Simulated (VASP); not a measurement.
Set up this calculation in VASP 6.6.1, as the native input.

```yaml
Task: single point
Functional: HSE06
Potentials_or_basis: VASP PAW PBE potentials, release 64 (B, N)
Cutoff: 520 eV
k_mesh: 8 × 8 × 8
Occupations: gaussian, width 0.01 eV
Spin: no spin polarisation
Dipole_correction: no
Grid_for_exact_exchange_PRECFOCK: Normal
Further_INCAR_settings: ALGO = Normal; EDIFF = 1e-06; NBANDS = 11
Share_of_exact_exchange: 0.25
Screening_parameter: 0.2079 1/Å
```

Crystal: BN.

```xyz
2
Lattice="0.0000 1.7507 1.8277 1.7507 0.0000 1.8277 1.7507 1.7507 0.0000" Properties=species:S:1:pos:R:3 pbc="T T T"
B     0.0000    0.0000    0.0000
N     0.8753    0.8753    0.9138
```

This cell differs from its parent crystal: epitaxial xy strain -3.0%.

The input as run:

POSCAR

```
BN
1.0
    0.0000000000      1.7506807011      1.8276884058
    1.7506807011      0.0000000000      1.8276884058
    1.7506807011      1.7506807011      0.0000000000
B N
1 1
Direct
    0.0000000000      0.0000000000      0.0000000000
    0.2500000000      0.2500000000      0.2500000000
```

INCAR.step1

```
SYSTEM = BN
PREC = Accurate
ENCUT = 520
EDIFF = 1E-5
ISMEAR = 0
SIGMA = 0.01
LREAL = .False.
LASPH = .True.
NELM = 60
ALGO = Normal
ISIF = 2
LWAVE = .True.
LCHARG = .False.
GGA = PE
NBANDS = 11
```

INCAR.step2

```
SYSTEM = BN
PREC = Accurate
ENCUT = 520
EDIFF = 1E-6
ISMEAR = 0
SIGMA = 0.01
LREAL = .False.
LASPH = .True.
NELM = 60
ALGO = Normal
ISIF = 2
LWAVE = .False.
LCHARG = .False.
GGA = PE
LHFCALC = .True.
HFSCREEN = 0.2079
PRECFOCK = Normal
ISTART = 1
NBANDS = 11
```

KPOINTS

```
Automatic mesh
0
Gamma
  8 8 8
  0 0 0
```

Potentials or basis: VASP PAW PBE potentials, release 64 (B, N).

Launch:

```sh
$ cat potpaw_PBE.64/B/POTCAR potpaw_PBE.64/N/POTCAR > POTCAR
$ cp INCAR.step1 INCAR
$ mpirun -np 1 vasp_std > vasp.out
$ cp INCAR.step2 INCAR
$ mpirun -np 1 vasp_std > vasp.out
```

Results of the run:

```
Pressure               : 16.7 GPa
Band gap on the k mesh : 5.42 eV (least direct gap 10.58 eV)
```

Caveat: the cell differs from its parent crystal (epitaxial xy strain -3.0%); the stress differs along the axes, from -4 to 27 GPa; the PAW data sets were made with another functional, which shifts forces and pressure a little.

It took 62 min on 1 thread of Intel Xeon 8259CL, with other jobs on the host, peak memory 0.23 GiB.
